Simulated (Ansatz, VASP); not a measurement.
**BaTiO3 in VASP and in Ansatz**

```
CELL_PARAMETERS angstrom
4.09613 0.00000 0.00000
0.00000 4.09613 0.00000
0.00000 0.00000 4.09613
ATOMIC_POSITIONS crystal
Ba 0.50000 0.50000 0.50000
Ti 0.00000 0.00000 0.00000
O 0.50000 0.00000 0.00000
O 0.00000 0.50000 0.00000
O 0.00000 0.00000 0.50000
```

Change from the starting cell: mode 1 frozen in at +0.000 Å, equal normal strain along x, y and z +0.0167.

Alike in both runs: task single point; functional PBE; k mesh 8 × 8 × 8; occupations gaussian, width 0.05 eV; no spin polarisation; Hubbard terms Ti d U = 4.0 eV.

```csv
,VASP,Ansatz
version,VASP 6.6.1,Ansatz 0.2.0
potentials or method,"VASP PAW PBE potentials, release 64 (Ba_sv, Ti_sv, O), cutoff 520 eV","scalar-relativistic, plane waves, PAW"
valence electrons in the cell,40,40
```

```tsv
	VASP	Ansatz	Ansatz less VASP
gap on the k mesh at the Fermi level (eV)	2.05	2.08	+0.032
least direct gap on the mesh (eV)	2.29	2.29	-0.001
pressure (GPa)	-4.3	-7.2	-2.88
```

The programs project onto different local orbitals, so the same U acts differently, and such runs can settle in different states.

Spin-orbit coupling is off throughout.
